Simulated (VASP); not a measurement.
Wanted: the native input for a VASP 6.6.1 run.

- Task: single point
- Functional: PBEsol
- Potentials or basis: VASP PAW PBE potentials, release 64 (F_h)
- Cutoff: 1350 eV
- k mesh: 4 × 4 × 2
- Occupations: gaussian, width 0.05 eV
- Spin: no spin polarisation
- Dipole correction: no
- Further INCAR settings: ALGO = Normal; EDIFF = 1e-06; NBANDS = 22

The structure of F lies in POSCAR:

```
F
1.0
    3.0348180758     -1.8011296567     -0.2340713509
    3.0348180758      1.8011296567     -0.2340713509
   -2.2649156051      0.0000000000      7.2059737687
F
4
Direct
    0.0848459664      0.0848459664      0.0940038325
    0.9151540336      0.9151540336      0.9059961675
    0.5015719855      0.5015719855      0.5937195244
    0.4984280145      0.4984280145      0.4062804756
```

These files were run (other wordings do the same):

INCAR

```
  PREC = Accurate
  ENCUT = 1350
  EDIFF = 1E-6
  ISMEAR = 0
  SIGMA = 0.05
  LREAL = False
  LASPH = True
  NELM = 120
  ALGO = Normal
  ISIF = 2
  LWAVE = False
  LCHARG = True
  GGA = PS
  LELF = True
  LVHAR = True
  NBANDS = 22
  GGA_COMPAT = False
```

KPOINTS

```
regular mesh
0
Gamma
  4 4 2
```

Potentials or basis: VASP PAW PBE potentials, release 64 (F_h).

Run with:

```sh
$ cat potpaw_PBE.64/F_h/POTCAR > POTCAR
$ mpirun -np 1 vasp_std > vasp.out
```

Results of the run:

| Quantity | Value |
| --- | --- |
| Pressure | -1.1 GPa |
| Largest force | 0.313 eV/Å |
| Band gap on the k mesh | 2.97 eV (least direct gap 3.05 eV) |

Caveat: the k points lie up to 0.52 Å⁻¹ apart; this functional lacks dispersion, which holds the molecules together, so the pressure and a relaxed volume are unreliable; the PAW data sets were made with another functional, which shifts forces and pressure a little.

It took 65 s on 1 thread of Intel(R) Xeon(R) 6975P-C (Granite Rapids), with other jobs on the host, peak memory 0.43 GiB.
